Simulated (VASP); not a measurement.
A run of VASP 6.6.1 is set up as follows.

INCAR

```
PREC     = Accurate       # precision mode
ENCUT    = 520            # plane-wave cutoff, eV
EDIFF    = 1E-7           # SCF threshold, eV
ISMEAR   = 0              # smearing method
SIGMA    = 0.03           # smearing width, eV
LREAL    = F              # projectors in reciprocal space
LASPH    = T              # aspherical terms in the spheres
NELM     = 60             # most SCF steps
ALGO     = Normal         # electronic algorithm
ISIF     = 2              # what is computed and relaxed
LWAVE    = F              # write WAVECAR
LCHARG   = T              # write CHGCAR
GGA      = PE             # functional
LELF     = T              # ELF
LVHAR    = T            
NBANDS   = 32             # bands
```

File KPOINTS:

```
Automatic mesh
0
Gamma
  12 12 12
```

The input POSCAR:

```
Bi2Te3
1.0
    2.0833505305      1.2028229896      9.9115282500
   -2.0833505305      1.2028229896      9.9115282500
    0.0000000000     -2.4056459792      9.9115282500
Bi Te
2 3
Direct
    0.4000000000      0.4000000000      0.4000000000
    0.6000000000      0.6000000000      0.6000000000
    0.0000000000      0.0000000000      0.0000000000
    0.2095000000      0.2095000000      0.2095000000
    0.7905000000      0.7905000000      0.7905000000
```

Potentials or basis: VASP PAW PBE potentials, release 64 (Bi_d, Te).

The run is started by

```console
$ cat potpaw_PBE.64/Bi_d/POTCAR potpaw_PBE.64/Te/POTCAR > POTCAR
$ mpirun -np 1 vasp_std > vasp.out
```

(1) Predict the pressure.

(2) What does it give for the largest force?

(3) Estimate the band gap on the k mesh.

## Answers

(1) 11.1 GPa.

(2) 0.868 eV/Å.

(3) 0.27 eV.

Caveat: the cell differs from its parent crystal (strain -0.050 along x and y, -0.025 along z); the cell stands under pressure; spin-orbit coupling is left out, which moves the levels of the heavy elements.
